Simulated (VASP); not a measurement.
Set up this calculation in VASP 6.6.1, as the native input.

- Task: single point
- Functional: PBE
- Potentials or basis: VASP PAW PBE potentials, release 64 (Ba_sv, Te)
- Cutoff: 520 eV
- k mesh: 6 × 6 × 6
- Occupations: fermi-dirac, width 0.02 eV
- Spin: no spin polarisation
- Dipole correction: no
- Further INCAR settings: ALGO = Normal; EDIFF = 1e-06; NBANDS = 15

The structure of BaTe lies in POSCAR:

```
BaTe
1.0
    0.0000000000      3.7090061875      3.7090061875
    3.7090061875      0.0000000000      3.7090061875
    3.7090061875      3.7090061875      0.0000000000
Ba Te
1 1
Direct
    0.0000000000      0.0000000000      0.0000000000
    0.5000000000      0.5000000000      0.5000000000
```

This cell differs from its parent crystal: strain +5.0%.

One way to write it, as run:

INCAR

```
SYSTEM = BaTe
PREC = Accurate ; ENCUT = 520
EDIFF = 1E-6 ; ISMEAR = -1
SIGMA = 0.02 ; LREAL = .False.
LASPH = .True. ; NELM = 80
ALGO = Normal ; ISIF = 2
LWAVE = .False. ; LCHARG = .True.
GGA = PE ; LELF = .True.
LVHAR = .True. ; NBANDS = 15
```

KPOINTS

```
Automatic mesh
0
Gamma
  6 6 6
  0 0 0
```

Potentials or basis: VASP PAW PBE potentials, release 64 (Ba_sv, Te).

The run is started by

```console
$ cat potpaw_PBE.64/Ba_sv/POTCAR potpaw_PBE.64/Te/POTCAR > POTCAR
$ mpirun -np 1 vasp_std > vasp.out
```

It gave:

The pressure is -2.9 GPa and the band gap on the k mesh is 1.82 eV, indirect (least direct gap 2.18 eV).

Caveat: the cell differs from its parent crystal (strain +5.0%); spin-orbit coupling is left out, which moves the levels of the heavy elements.

Run time: 20 s on 1 thread of Intel(R) Xeon(R) Platinum 8375C CPU @ 2.90GHz (Ice Lake), on a shared host, peak memory 0.25 GiB.
